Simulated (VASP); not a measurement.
Wanted: the native input for a VASP 6.6.1 run.

| Item | Value |
| --- | --- |
| Task | relaxation of shape and atoms at fixed volume |
| Functional | PBE |
| Potentials or basis | VASP PAW PBE potentials, release 64 (Mg) |
| Cutoff | 600 eV |
| k mesh | 7 × 7 × 10 |
| Occupations | fermi-dirac, width 0.08 eV |
| Spin | no spin polarisation |
| Dipole correction | no |
| Further INCAR settings | ALGO = Normal; EDIFF = 1e-07; IBRION = 2; EDIFFG = -0.005; NSW = 50; ISIF = 4 |

The structure of Mg lies in POSCAR:

```
Mg
1.0
    4.4870755778      0.0000000000      0.0000000000
   -2.2435377889      3.8859214391      0.0000000000
    0.0000000000      0.0000000000      2.7248897691
Mg
3
Direct
    0.0000000000      0.0000000000      0.0000000000
    0.3333333333      0.6666666667      0.5000000000
    0.6666666667      0.3333333333      0.5000000000
```

This isn't the form of Mg at room conditions, which is hcp.

These files were run (other wordings do the same):

INCAR

```
SYSTEM = Mg
  ALGO = Normal
  EDIFF = 1E-7
  EDIFFG = -0.005
  ENCUT = 600
  GGA = PE
  IBRION = 2
  ISIF = 4
  ISMEAR = -1
  LASPH = .True.
  LCHARG = .False.
  LREAL = .False.
  LWAVE = .False.
  NELM = 100
  NSW = 50
  PREC = Accurate
  SIGMA = 0.08
```

KPOINTS

```
k-points
0
Gamma
  7 7 10
  0 0 0
```

Potentials or basis: VASP PAW PBE potentials, release 64 (Mg).

Run with:

```console
$ cat potpaw_PBE.64/Mg/POTCAR > POTCAR
$ mpirun -np 1 vasp_std > vasp.out
```

Results of the run:

The energy gained by relaxing is 1.2 meV/atom, the ionic steps are 3 and the pressure after relaxing is 27.9 GPa. The band gap on the k mesh is zero (bands 3 and 4 overlap by 4.95 eV).

Wall time 22 s on 1 thread of Intel(R) Xeon(R) Platinum 8488C (Sapphire Rapids), with other jobs on the host, peak memory 0.18 GiB.
